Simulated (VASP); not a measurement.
BN, 4 atoms in the cell. Symmetry: Pm, No. 6, monoclinic system. The conventional cell has a = 2.448 Å, b = 6.592 Å, c = 2.492 Å, α = 90.00°, β = 119.42°, γ = 90.00°. Within 1.9 Å of B (site symmetry m) lie 3 N at 1.42 to 1.45 Å. B (site symmetry m) has 3 N at 1.42 to 1.45 Å within 1.9 Å. Within 1.9 Å of N (site symmetry m) lie 3 B at 1.42 to 1.45 Å. Within 1.9 Å of N (site symmetry m) lie 3 B at 1.42 to 1.45 Å.  This cell differs from its parent crystal: atoms displaced along a vibrational mode, the cell strained.

- Program: VASP 6.6.1
- Task: single point
- Functional: PBE
- Dispersion: D3(BJ)
- Potentials or basis: VASP PAW PBE potentials, release 64 (B, N)
- Cutoff: 520 eV
- k mesh: 12 × 12 × 4
- Occupations: methfessel-paxton, width 0.05 eV
- Spin: no spin polarisation
- Dipole correction: no
- Further INCAR settings: ALGO = Normal; EDIFF = 1e-06; NBANDS = 16

Potentials or basis: VASP PAW PBE potentials, release 64 (B, N).

Launch:

```console
$ cat potpaw_PBE.64/B/POTCAR potpaw_PBE.64/N/POTCAR > POTCAR
$ mpirun -np 1 vasp_std > vasp.out
```

Hardware: 1 thread of Intel(R) Xeon(R) Platinum 8488C (Sapphire Rapids), on a shared host.

Q: How long does it take, and how much memory?

A: Wall time 64 s on 1 thread of Intel(R) Xeon(R) Platinum 8488C (Sapphire Rapids), on a shared host, peak memory 0.23 GiB. Counts: scf iterations 13, k points 222.
